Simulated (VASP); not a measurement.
Write the native input for VASP 6.6.1 that does the following.

* Task: single point
* Functional: PBE
* Potentials or basis: VASP PAW PBE potentials, release 64 (Rb_sv, Ge_d)
* Cutoff: 520 eV
* k mesh: 12 × 12 × 6
* Occupations: gaussian, width 0.1 eV
* Spin: no spin polarisation
* Dipole correction: no
* Further INCAR settings: ALGO = Normal; EDIFF = 1e-06; NBANDS = 48

The structure of RbGe5 lies in POSCAR:

```
RbGe5
1.0
    4.7960829172      0.0000000000      0.0000000000
   -2.3980414586      4.1535296449      0.0000000000
    0.0000000000      0.0000000000      7.6316049127
Rb Ge
1 5
Direct
    0.0000000000      0.0000000000      0.0000000000
    0.3333333333      0.6666666667      0.3306758111
    0.3333333333      0.6666666667      0.6693241889
    0.6666666667      0.3333333333      0.6693241889
    0.6666666667      0.3333333333      0.3306758111
    0.0000000000      0.0000000000      0.5000000000
```

The cell was generated, and may not be a known phase.

These files were run (other wordings do the same):

INCAR

```
ALGO = Normal ; EDIFF = 1E-6
ENCUT = 520 ; GGA = PE
ISIF = 2 ; ISMEAR = 0
LASPH = True ; LCHARG = True
LELF = True ; LREAL = False
LVHAR = True ; LWAVE = False
NBANDS = 48 ; NELM = 80
PREC = Accurate ; SIGMA = 0.1
```

KPOINTS

```
k-points
0
Gamma
  12 12 6
```

Potentials or basis: VASP PAW PBE potentials, release 64 (Rb_sv, Ge_d).

Command:

```console
$ cat potpaw_PBE.64/Rb_sv/POTCAR potpaw_PBE.64/Ge_d/POTCAR > POTCAR
$ mpirun -np 1 vasp_std > vasp.out
```

Results of the run:

| Item | Value |
| --- | --- |
| Pressure | 0.0 GPa |
| Largest force | 0.005 eV/Å |
| Band gap on the k mesh | zero (an odd number of electrons rules out a gap without spin polarisation) |

Run time: 5.7 min on 1 thread of Intel(R) Xeon(R) 6975P-C (Granite Rapids), with other jobs on the host, peak memory 0.54 GiB.
